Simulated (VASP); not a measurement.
Here is a VASP 6.6.1 calculation.

Contents of INCAR:

```
SYSTEM = RbY2
PREC = Accurate ; ENCUT = 600
EDIFF = 1E-6 ; ISMEAR = 0
SIGMA = 0.1 ; LREAL = .FALSE.
LASPH = .TRUE. ; NELM = 100
ALGO = Fast ; ISIF = 3
LWAVE = .FALSE. ; LCHARG = .FALSE.
GGA = PE ; IBRION = 2
NSW = 90 ; EDIFFG = -0.04
```

Contents of KPOINTS:

```
Automatic mesh
0
G
  6 6 6
  0 0 0
```

File POSCAR:

```
RbY2
1.0
    5.2361639796      0.0000000000      0.0000000000
   -2.6180819899      4.5346510248      0.0000000000
    0.0000000000      0.0000000000      3.6829302904
Rb Y
1 2
Direct
    0.0000000000      0.0000000000      0.0000000000
    0.3333333333      0.6666666667      0.5000000000
    0.6666666667      0.3333333333      0.5000000000
```

Potentials or basis: VASP PAW PBE potentials, release 64 (Rb_sv, Y_sv).

Run with:

```bash
$ cat potpaw_PBE.64/Rb_sv/POTCAR potpaw_PBE.64/Y_sv/POTCAR > POTCAR
$ mpirun -np 1 vasp_std > vasp.out
```

Question: Predict the relaxed cell.

Answer: a = 6.442 Å, b = 6.442 Å, c = 3.444 Å, α = 90.00°, β = 90.00°, γ = 120.00°.

Question: Predict the relaxed volume.

Answer: 41.25 Å³/atom.

Question: Estimate the band gap on the k mesh.

Answer: Zero (an odd number of electrons rules out a gap without spin polarisation).

Question: Estimate the space group after relaxing (to 0.1 Å).

Answer: P6/mmm (No. 191).

Final structure:
```
Rb Y
1.0
     6.44212    0.00000    0.00000
    -3.22106    5.57904    0.00000
     0.00000    0.00000    3.44351
Rb Y
1 2
Direct
  0.00000 0.00000 0.00000
  0.33333 0.66667 0.50000
  0.66667 0.33333 0.50000
```

Caveat: the volume moved by over 15 % at a fixed basis, so the end points are rough.
